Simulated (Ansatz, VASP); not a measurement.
**GaAs: VASP beside Ansatz**

```
Ga As
1.0
     2.93296    0.00000    0.00000
    -1.46648    2.54001    0.00000
     0.00000    0.00000    5.25023
Ga As
1 1
Direct
  0.00000 0.00000 0.88031
  0.00000 0.00000 0.38029
```

Alike in both runs: functional PBE; k mesh 6 × 6 × 6; occupations gaussian, width 0.1 eV; no spin polarisation.

Ansatz relaxed the structure, and its values are those at the end. VASP's run is a single point on that final structure, the one shown.

|  | VASP | Ansatz |
| --- | --- | --- |
| version | VASP 6.6.1 | Ansatz 0.2.0 |
| potentials or method | VASP PAW PBE potentials, release 64 (Ga_d, As), cutoff 520 eV | scalar-relativistic, plane waves, PAW |
| valence electrons in the cell | 18 | 28 |

|  | VASP | Ansatz | Ansatz less VASP |
| --- | --- | --- | --- |
| gap on the k mesh at the Fermi level (eV) | none | none | - |
| pressure (GPa) | 0.2 | 0.1 | -0.14 |

A gap of «none» marks a metal or a gap that the smearing closes. VASP's potentials hold 18 valence electrons a cell and Ansatz's 28, so a difference there can come from the potentials and not from the codes.

The k mesh is coarse, so the values compare programs but aren't converged.
